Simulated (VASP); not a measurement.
A run of VASP 6.6.1:

File INCAR:

```
SYSTEM = AgCl
PREC = Accurate ; ENCUT = 520
EDIFF = 1E-7 ; ISMEAR = 0
SIGMA = 0.05 ; LREAL = .FALSE.
LASPH = .TRUE. ; NELM = 80
ALGO = Normal ; ISIF = 2
LWAVE = .FALSE. ; LCHARG = .TRUE.
GGA = PE ; LELF = .TRUE.
LVHAR = .TRUE. ; NBANDS = 46
```

Contents of KPOINTS:

```
Automatic mesh
0
G
  7 7 3
  0 0 0
```

POSCAR

```
AgCl
1.0
   -3.9643020236      0.0000000000     -0.1970743489
    0.0000000000     -3.9680551249      0.0000000000
   -1.7387520236      0.0000000000     11.1510968831
Ag Cl
4 4
Direct
    0.4870943796      0.7500000000      0.8751935818
    0.6370943796      0.7500000000      0.3751935818
    0.2129056204      0.2500000000      0.1248064182
    0.0629056204      0.2500000000      0.6248064182
   -0.0124022060      0.2500000000      0.8748551066
    0.1375977940      0.2500000000      0.3748551066
    0.7124022060      0.7500000000      0.1251448934
    0.5624022060      0.7500000000      0.6251448934
```

Potentials or basis: VASP PAW PBE potentials, release 64 (Ag, Cl).

The run is started by

```bash
$ cat potpaw_PBE.64/Ag/POTCAR potpaw_PBE.64/Cl/POTCAR > POTCAR
$ mpirun -np 1 vasp_std > vasp.out
```

Hardware: 1 thread of Intel Xeon 8259CL (shared host).

Problem. How long does it take, and how much memory?

Solution. Wall time 6.1 min on 1 thread of Intel Xeon 8259CL (shared host), peak memory 0.42 GiB. Counts: scf iterations 15, k points 44.
